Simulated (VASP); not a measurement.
I, 1 atom in the cell. Symmetry: P4/mmm, No. 123, tetragonal system. Conventional cell: a = 3.238 Å, b = 3.238 Å, c = 5.131 Å, α = 90.00°, β = 90.00°, γ = 90.00°. I (site symmetry 4/mmm) has 4 I at 3.24 Å within 4.3 Å. 

- Program: VASP 6.6.1
- Task: single point
- Functional: PBE
- Potentials or basis: VASP PAW PBE potentials, release 64 (I)
- Cutoff: 520 eV
- k mesh: 6 × 6 × 4
- Occupations: gaussian, width 0.1 eV
- Spin: no spin polarisation
- Dipole correction: no
- Further INCAR settings: ALGO = Normal; EDIFF = 1e-06; NBANDS = 10

Potentials or basis: VASP PAW PBE potentials, release 64 (I).

Command:

```bash
$ cat potpaw_PBE.64/I/POTCAR > POTCAR
$ mpirun -np 1 vasp_std > vasp.out
```

Hardware: 1 thread of Intel(R) Xeon(R) 6975P-C (Granite Rapids) (shared host).

Task: How long does it take, and how much memory?

Result: It took 3.7 s on 1 thread of Intel(R) Xeon(R) 6975P-C (Granite Rapids), with other jobs on the host, peak memory 0.16 GiB. Counts: scf iterations 11, k points 30.
